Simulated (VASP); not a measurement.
Wanted: the native input for a VASP 6.6.1 run.

| Quantity | Value |
| --- | --- |
| Task | relaxation of cell and atoms |
| Functional | PBEsol |
| Potentials or basis | VASP PAW PBE potentials, release 64 (Cd, Se) |
| Cutoff | 600 eV |
| k mesh | 12 × 12 × 6 |
| Occupations | gaussian, width 0.02 eV |
| Spin | no spin polarisation |
| Target pressure | 15 GPa |
| Dipole correction | no |
| Further INCAR settings | ALGO = Normal; EDIFF = 1e-06; IBRION = 2; EDIFFG = -0.008; NSW = 70; ISIF = 3 |

The structure of CdSe lies in POSCAR:

```
CdSe
1.0
    4.0260211815      0.0000000000      0.0000000000
   -2.0130105907      3.4866366194      0.0000000000
    0.0000000000      0.0000000000      6.5936774612
Cd Se
2 2
Direct
    0.6666666667      0.3333333333      0.5006243671
    0.3333333333      0.6666666667      1.0006243671
    0.6666666667      0.3333333333      0.8752356329
    0.3333333333      0.6666666667      0.3752356329
```

One way to write it, as run:

INCAR

```
SYSTEM = CdSe
PREC = Accurate
ENCUT = 600
EDIFF = 1E-6
ISMEAR = 0
SIGMA = 0.02
LREAL = .False.
LASPH = .True.
NELM = 100
ALGO = Normal
ISIF = 3
LWAVE = .False.
LCHARG = .False.
GGA = PS
IBRION = 2
NSW = 70
EDIFFG = -0.008
PSTRESS = 150.0
```

KPOINTS

```
Automatic mesh
0
Gamma
  12 12 6
  0 0 0
```

Potentials or basis: VASP PAW PBE potentials, release 64 (Cd, Se).

The run is started by

```sh
$ cat potpaw_PBE.64/Cd/POTCAR potpaw_PBE.64/Se/POTCAR > POTCAR
$ mpirun -np 1 vasp_std > vasp.out
```

It gave:

| Quantity | Value |
| --- | --- |
| Relaxed volume | 23.46 Å³/atom |
| Relaxed cell | a = 4.022 Å, b = 4.022 Å, c = 6.699 Å, α = 90.00°, β = 90.00°, γ = 120.00° |
| Space group after relaxing (to 0.1 Å) | P6_3mc (No. 186) |
| Energy change on relaxing (the run minimises the enthalpy) | -32.3 meV/atom |
| Ionic steps | 9 |
| Pressure after relaxing | 15.0 GPa |
| Largest force after relaxing | 0.007 eV/Å |
| Band gap on the k mesh | 0.86 eV |

Caveat: the cell is relaxed towards a set pressure, so the run minimises the enthalpy, not the energy; the PAW data sets were made with another functional, which shifts forces and pressure a little.

Run time: 18 min on 1 thread of Oxide Virtual Turin-like Processor, with other jobs on the host, peak memory 0.32 GiB.
